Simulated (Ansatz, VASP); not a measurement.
Ba3SbP in VASP and in Ansatz

```
CELL_PARAMETERS angstrom
6.11318 0.00000 0.00000
0.00000 6.11318 0.00000
0.00000 0.00000 6.11318
ATOMIC_POSITIONS crystal
Ba 0.00000 0.50000 0.50000
Ba 0.50000 0.00000 0.50000
Ba 0.50000 0.50000 0.00000
Sb 0.00000 0.00000 0.00000
P 0.50000 0.50000 0.50000
```

Alike in both runs: task single point; functional LDA; k mesh 4 × 4 × 4; occupations gaussian, width 0.1 eV; no spin polarisation.

|  | VASP | Ansatz |
| --- | --- | --- |
| version | VASP 6.6.1 | Ansatz 0.2.0 |
| potentials or method | VASP PAW LDA potentials, release 64 (Ba_sv, Sb_d_GW, P), cutoff 500 eV | scalar-relativistic, plane waves, PAW |
| valence electrons in the cell | 50 | 50 |

VASP gave:

* gap on the k mesh at the Fermi level (eV): 0.14
* least direct gap on the mesh (eV): 0.14
* pressure (GPa): -2.0

Problem. Estimate Ansatz's values.

Solution. gap on the k mesh at the Fermi level (eV): 0.22; least direct gap on the mesh (eV): 0.22; pressure (GPa): -2.4.

LDA's correlation is that of Perdew and Zunger in VASP and of Perdew and Wang (1992) in Ansatz.

Spin-orbit coupling is off throughout.
